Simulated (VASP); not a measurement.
# Tl: relaxation of cell and atoms with PBEsol

The system is Tl.

```
Tl
1.0
     2.91217    0.00000    0.00000
    -1.45608    2.52201    0.00000
     0.00000    0.00000    4.78359
Tl
2
Direct
  0.33333 0.66667 0.25000
  0.66667 0.33333 0.75000
```

```yaml
Program: VASP 6.6.1
Task: relaxation of cell and atoms
Functional: PBEsol
Potentials_or_basis: VASP PAW PBE potentials, release 64 (Tl_d)
Cutoff: 600 eV
k_mesh: 15 × 15 × 8
Occupations: fermi-dirac, width 0.08 eV
Spin: no spin polarisation
Target_pressure: 67 GPa
Dipole_correction: no
Further_INCAR_settings: ALGO = Normal; EDIFF = 1e-06; IBRION = 2; EDIFFG = -0.005; NSW = 32; ISIF = 3
```

* Relaxed volume: 17.57 Å³/atom
* Relaxed cell: a = 2.912 Å, b = 2.912 Å, c = 4.784 Å, α = 90.00°, β = 90.00°, γ = 120.00°
* Space group after relaxing (to 0.1 Å): P6_3/mmc (No. 194)
* Energy change on relaxing (the run minimises the enthalpy): -2.4 meV/atom
* Ionic steps: 3
* Pressure after relaxing: 67.0 GPa
* Band gap on the k mesh: zero (bands 13 and 14 overlap by 8.73 eV)

The path:
```tsv
step	energy change (eV)	largest force (eV/Å)	pressure (GPa)	volume (Å³)
1	0.0000	0.0000	67.09	35.13
2	-0.0206	0.0000	66.63	35.18
3	-0.0047	0.0000	67.01	35.14
```

Final structure:
```yaml
crystal:
  lattice:
    - [2.91246, 0.00000, 0.00000]
    - [-1.45623, 2.52227, 0.00000]
    - [0.00000, 0.00000, 4.78415]
  atoms:
    - { symbol: Tl, position: [0.33333, 0.66667, 0.25000] }
    - { symbol: Tl, position: [0.66667, 0.33333, 0.75000] }
```

Levels at points of the mesh, in eV from the Fermi level:
| k point | band 10 | band 11 | band 12 | band 13 | band 14 | band 15 | band 16 | band 17 |
| --- | --- | --- | --- | --- | --- | --- | --- | --- |
| (0.00, 0.00, 0.00) | -11.77 | -11.77 | -5.99 | -5.26 | 10.38 | 11.77 | 11.77 | 11.80 |
| (0.00, 0.00, 0.50) | -12.08 | -12.08 | -12.08 | 4.41 | 4.41 | 10.56 | 10.56 | 12.68 |

Wall time 4.9 min on 1 thread of Intel Xeon 8259CL, on a shared host, peak memory 0.22 GiB.

Caveat: the cell is relaxed towards a set pressure, so the run minimises the enthalpy, not the energy; the PAW data sets were made with another functional, which shifts forces and pressure a little; spin-orbit coupling is left out, which moves the levels of the heavy elements.
